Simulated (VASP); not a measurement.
# MoS2 in VASP: a series of runs, part 2 of 2

VASP 6.6.1. Earlier steps stand in the parts before.

## Step 3: Single point, PBE+D3(BJ), collinear spin, ferromagnetic start

This run uses another cell than the first one, of 67.60 Å³/atom, 1.019 times its volume.

Input file INCAR:

```
ALGO = Normal
DIPOL = 0.5 0.5 0.500
EDIFF = 1E-7
ENCUT = 520
GGA = PE
IDIPOL = 3
ISIF = 2
ISMEAR = 0
ISPIN = 2
IVDW = 12
LASPH = True
LCHARG = True
LDIPOL = True
LELF = True
LMAXMIX = 4
LORBIT = 11
LREAL = False
LVACPOTAV = True
LVHAR = True
LWAVE = False
MAGMOM = 0 0 1
NBANDS = 24
NELM = 150
PREC = Accurate
SIGMA = 0.05
```

Input file KPOINTS:

```
k-points
0
Gamma
  12 12 1
```

Input file POSCAR:

```
MoS2
1.0
    3.1837189500      0.0000000000      0.0000000000
   -1.5918594700      2.7571814900      0.0000000000
    0.0000000000      0.0000000000     23.1030829808
S Mo
2 1
Direct
    0.6666666700      0.3333333400      0.4328426647
    0.6666666700      0.3333333400      0.5671573353
    0.3333333300      0.6666666600      0.4999880340
```

Potentials or basis: VASP PAW PBE potentials, release 64 (S, Mo_sv).

Run with:

```
$ cat potpaw_PBE.64/S/POTCAR potpaw_PBE.64/Mo_sv/POTCAR > POTCAR
$ mpirun -np 1 vasp_std > vasp.out
```

OUTCAR:

```text
EDIFF = 1E-7
   ENCUT = 520
   GGA = PE
   ISIF = 2
   ISMEAR = 0
   ISPIN = 2
   IVDW = 12
   LASPH = True
   LORBIT = 11
   LREAL = False
   NELM = 150
   PREC = Accurate
 IVDW          = 12

 ion  position               nearest neighbor table
   1  0.667  0.333  0.433-   3 2.41   3 2.41   3 2.41
   2  0.667  0.333  0.567-   3 2.41   3 2.41   3 2.41
   3  0.333  0.667  0.500-   1 2.41   1 2.41   1 2.41   2 2.41   2 2.41   2 2.41

  LATTYP: Found a hexagonal cell.
 ALAT       =     3.1837189500
 C/A-ratio  =     7.2566339377

  Lattice vectors:

 A1 = (   3.1837189500,   0.0000000000,   0.0000000000)
 A2 = (  -1.5918594700,   2.7571814900,   0.0000000000)
 A3 = (   0.0000000000,   0.0000000000,  23.1030829808)

Analysis of symmetry for initial positions (statically):
=====================================================================
 Subroutine PRICEL returns:
 Original cell was already a primitive cell.

 Routine SETGRP: Setting up the symmetry group for a
 hexagonal supercell.

 Subroutine GETGRP returns: Found  6 space group operations
 (whereof  6 operations were pure point group operations)
 out of a pool of 24 trial point group operations.

The static configuration has the point symmetry C_3v.

Analysis of symmetry for dynamics (positions and initial velocities):
=====================================================================
 Subroutine PRICEL returns:
 Original cell was already a primitive cell.

 Routine SETGRP: Setting up the symmetry group for a
 hexagonal supercell.

 Subroutine GETGRP returns: Found  6 space group operations
 (whereof  6 operations were pure point group operations)
 out of a pool of 24 trial point group operations.

The dynamic configuration has the point symmetry C_3v.

Analysis of structural, dynamic, and magnetic symmetry:
=====================================================================
 Subroutine PRICEL returns:
 Original cell was already a primitive cell.

 Routine SETGRP: Setting up the symmetry group for a
 hexagonal supercell.

 Subroutine GETGRP returns: Found  6 space group operations
 (whereof  6 operations were pure point group operations)
 out of a pool of 24 trial point group operations.

The overall configuration has the point symmetry C_3v.

 Subroutine INISYM returns: Found  6 space group operations
 (whereof  6 operations are pure point group operations),
 and found     1 'primitive' translations

----------------------------------------------------------------------------------------

                                     Primitive cell

  volume of cell :     202.8010

  direct lattice vectors                    reciprocal lattice vectors
     3.183718950  0.000000000  0.000000000     0.314098077  0.181344609  0.000000000
    -1.591859470  2.757181490  0.000000000     0.000000000  0.362689219  0.000000000
     0.000000000  0.000000000 23.103082981     0.000000000  0.000000000  0.043284266

  length of vectors
     3.183718950  3.183718948 23.103082981     0.362689218  0.362689219  0.043284266

  position of ions in fractional coordinates (direct lattice)
     0.666666670  0.333333340  0.432842665
     0.666666670  0.333333340  0.567157335
     0.333333330  0.666666660  0.499988034

  ion indices of the primitive-cell ions
   primitive index   ion index
[... 69 lines left out ...]
   EDIFF  = 0.1E-06   stopping-criterion for ELM
   LREAL  =      F    real-space projection
   EDIFFG = 0.1E-05   stopping-criterion for IOM
   NSW    =      0    number of steps for IOM
   IBRION =     -1    ionic relax: 0-MD 1-quasi-New 2-CG
   NFREE  =      0    steps in history (QN), initial steepest desc. (CG)
   ISIF   =      2    stress and relaxation
   ISYM   =      2    0-nonsym 1-usesym 2-fastsym
   POTIM  = 0.5000    time-step for ionic-motion
   TEBEG  =    0.0;   TEEND  =   0.0 temperature during run
   PSTRESS=    0.0 pullay stress
   NELECT =      26.0000    total number of electrons
   NUPDOWN=      -1.0000    fix difference up-down
   EMIN   =  10.00;   EMAX   =-10.00  energy-range for DOS
   EFERMI =   0.00;   METHOD = LEGACY
   ISMEAR =     0;   SIGMA  =   0.05  broadening in eV -4-tet -1-fermi 0-gaus
   EFERMI_NEDOS =   21; number of points for ismear=-14 and -15
   IALGO  =     38    algorithm
   IMIX   =      4    mixing-type and parameters
     AMIX     =   0.40;   BMIX     =  1.00
     AMIX_MAG =   1.60;   BMIX_MAG =  1.00
  volume/ion in A,a.u.               =      67.60       456.19
  Fermi-wavevector in a.u.,A,eV,Ry     =   0.825485  1.559941  9.271360  0.681426
  Thomas-Fermi vector in A             =   1.937352
   LORBIT       =     11    0 simple, 1 ext, 2 COOP (PROOUT), +10 PAW based schemes
   GGA     = PE    functional components
   LHFCALC =     F    Hartree Fock is set to
   AEXX    =    0.0000 exact exchange contribution
   IVDW    =    12    specifies the selected vdW correction
   LEPSILON=     F    determine dielectric tensor
   LRPA    =     F    only Hartree local field effects (RPA)
 spin polarized calculation
 Gauss-broadening in eV      SIGMA  =   0.05
  energy-cutoff  :      520.00
  volume of cell :      202.80
 maximum number of plane-waves:      5500
 NGX is ok and might be reduce to    24
   NGX = 11   NGY = 11   NGZ = 85

 dipolmoment           0.000000      0.000000      0.000018 electrons x Angstroem

 number of electron      25.9999999 magnetization       0.0000097

 dipolmoment           0.000000      0.000000     -0.000020 electrons x Angstroem

 Free energy of the ion-electron system (eV)
  ---------------------------------------------------
  ext. energy  EPLUGINS =         0.00000000
  ---------------------------------------------------
  free energy    TOTEN  =       -21.85060037 eV

  energy without entropy =      -21.85060037  energy(sigma->0) =      -21.85060037

 E-fermi :  -2.1214     XC(G=0):  -3.2966

 val. band max:       -2.5210615342   @ k =   0.0000   0.0000   0.0000
 cond. band min:      -0.9188544227   @ k =   0.3333   0.3333   0.0000
 fundamental gap:      1.6022071114
 Fermi energy:        -2.1214063732

 spin component 1

 k-point     1 :       0.0000    0.0000    0.0000
  band No.  band energies     occupation
      1     -63.4185      1.00000
      2     -37.5603      1.00000
      3     -37.3596      1.00000
      4     -37.3596      1.00000
      5     -16.6597      1.00000
      6     -15.3227      1.00000
[... 502 lines left out ...]
     23       9.1035      0.00000
     24       9.1117      0.00000
 Fermi energy:        -2.1214063732

 spin component 2

 k-point     1 :       0.0000    0.0000    0.0000
  band No.  band energies     occupation
      1     -63.4185      1.00000
      2     -37.5603      1.00000
      3     -37.3596      1.00000
      4     -37.3596      1.00000
      5     -16.6597      1.00000
      6     -15.3227      1.00000
[... 502 lines left out ...]
     23       9.1060      0.00000
     24       9.1117      0.00000

------------------------ aborting loop because EDIFF is reached ----------------------------------------

 Edisp (eV)   -0.94263

 E8    (eV) :    -0.4079

  FORCE on cell =-STRESS in cart. coord.  units (eV):
  Direction    XX          YY          ZZ          XY          YZ          ZX
  --------------------------------------------------------------------------------------
  -------------------------------------------------------------------------------------
  Total      -0.76442    -0.76442     0.29027    -0.00000    -0.00000    -0.00000
  in kB      -6.03907    -6.03907     2.29323    -0.00000    -0.00000    -0.00000
  external pressure =       -3.26 kB  Pullay stress =        0.00 kB

 VOLUME and BASIS-vectors are now :
 -----------------------------------------------------------------------------
  energy-cutoff  :      520.00
  volume of cell :      202.80
      direct lattice vectors                 reciprocal lattice vectors
     3.183718950  0.000000000  0.000000000     0.314098077  0.181344609  0.000000000
    -1.591859470  2.757181490  0.000000000     0.000000000  0.362689219  0.000000000
     0.000000000  0.000000000 23.103082981     0.000000000  0.000000000  0.043284266

 POSITION                                       TOTAL-FORCE (eV/Angst)
 -----------------------------------------------------------------------------------
      1.59186      0.91906     10.00000         0.000000      0.000000     -0.106016
      1.59186      0.91906     13.10308        -0.000000     -0.000000      0.097592
      0.00000      1.83812     11.55127        -0.000000      0.000000      0.008425
 -----------------------------------------------------------------------------------
    total drift:                               -0.000000      0.000015     -0.000009

  FREE ENERGIE OF THE ION-ELECTRON SYSTEM (eV)
  ---------------------------------------------------
  free  energy   TOTEN  =       -22.7932272794 eV

  energy  without entropy=      -22.7932272794  energy(sigma->0) =      -22.79322728

 vacuum level on the upper side and lower side of the slab         3.370         3.370

 total charge

# of ion       s       p       d       tot
------------------------------------------
    1        1.363   2.342   0.000   3.705
    2        1.363   2.342   0.000   3.705
    3        2.291   6.219   3.942  12.452
--------------------------------------------------
tot          5.016  10.904   3.942  19.862

 magnetization (x)

# of ion       s       p       d       tot
------------------------------------------
    1       -0.000  -0.000   0.000  -0.000
    2       -0.000  -0.000   0.000  -0.000
    3        0.000  -0.000   0.000   0.000
--------------------------------------------------
tot         -0.000  -0.000   0.000  -0.000
```

OSZICAR:

```text
N       E                     dE             d eps       ncg     rms          rms(c)
DAV:   1     0.146513840384E+03    0.14651E+03   -0.12917E+04  2360   0.827E+02
DAV:   2    -0.119029465522E+02   -0.15842E+03   -0.15213E+03  2520   0.196E+02
DAV:   3    -0.230348562828E+02   -0.11132E+02   -0.10999E+02  2352   0.455E+01
[... 21 lines left out ...]
DAV:  25    -0.218505978035E+02   -0.36475E-05   -0.96762E-08  1792   0.101E-03    0.275E-04
DAV:  26    -0.218505992895E+02   -0.14860E-05   -0.22842E-08  1672   0.441E-04    0.173E-04
DAV:  27    -0.218506000223E+02   -0.73278E-06   -0.81033E-09  1592   0.313E-04    0.907E-05
DAV:  28    -0.218506002713E+02   -0.24900E-06   -0.26680E-09  1568   0.168E-04    0.622E-05
DAV:  29    -0.218506003701E+02   -0.98800E-07   -0.91805E-10  1336   0.146E-04
   1 F= -.22793227E+02 E0= -.22793227E+02  d E =-.350725E-31  mag=     0.0000
```

stdout:

```text
POSCAR found type information on POSCAR S Mo
 POSCAR found :  2 types and       3 ions
 scaLAPACK will be used
 LDA part: xc-table for (Slater+PW92), standard interpolation
 POSCAR, INCAR and KPOINTS ok, starting setup
 FFT: planning ... GRIDC
 FFT: planning ... GRID_SOFT
 FFT: planning ... GRID
 WAVECAR not read
 entering main loop
 -----------------------------------------------------------------------------
|                                                                             |
|           W    W    AA    RRRRR   N    N  II  N    N   GGGG   !!!           |
|           W    W   A  A   R    R  NN   N  II  NN   N  G    G  !!!           |
|           W    W  A    A  R    R  N N  N  II  N N  N  G       !!!           |
|           W WW W  AAAAAA  RRRRR   N  N N  II  N  N N  G  GGG   !            |
|           WW  WW  A    A  R   R   N   NN  II  N   NN  G    G                |
|           W    W  A    A  R    R  N    N  II  N    N   GGGG   !!!           |
|                                                                             |
|     Did not find any points to average over, which means that no vacuum     |
|     field-free region was found. Please increase the size of  your cell     |
|     in the dimension of the dipole correction to obtain accurate            |
|     workfunction values.                                                    |
|                                                                             |
 -----------------------------------------------------------------------------
```

Run time: 5.1 min. Hardware: 1 thread of Intel Xeon 6975P-C, shared host; peak memory 0.47 GiB.

What came out:

```
Free energy                                           : -22.7932 eV
Largest force                                         : 0.106 eV/Å
Band gap on the k mesh                                : 1.60 eV, indirect (least direct gap 1.66 eV)
Net moment                                            : 0.00 μB per cell
Valence electrons inside the program's atomic spheres : S 3.71; Mo 12.45
Dispersion energy per atom                            : -0.314 eV
```

Forces in eV/Å, atoms in the order of the input:
```
S    0.000  0.000 -0.106
S    0.000  0.000  0.098
Mo   0.000  0.000  0.008
```

Levels at points of the mesh, in eV from the valence-band top:
Spin up:
```csv
k point,band 9,band 10,band 11,band 12,band 13,band 14,band 15,band 16,band 17,band 18
"(0.00, 0.00, 0.00)",-2.70,-1.78,-1.58,-1.58,0.00,2.73,2.73,3.01,3.01,5.37
"(0.50, 0.00, 0.00)",-4.13,-3.24,-1.89,-1.04,-0.66,2.20,2.72,3.87,4.32,6.14
```
Spin down:
```
           k point  band 11  band 12  band 13  band 14  band 15  band 16
(0.00, 0.00, 0.00)    -1.58    -1.58     0.00     2.73     2.73     3.01
(0.50, 0.00, 0.00)    -1.89    -1.04    -0.66     2.20     2.72     3.87
```
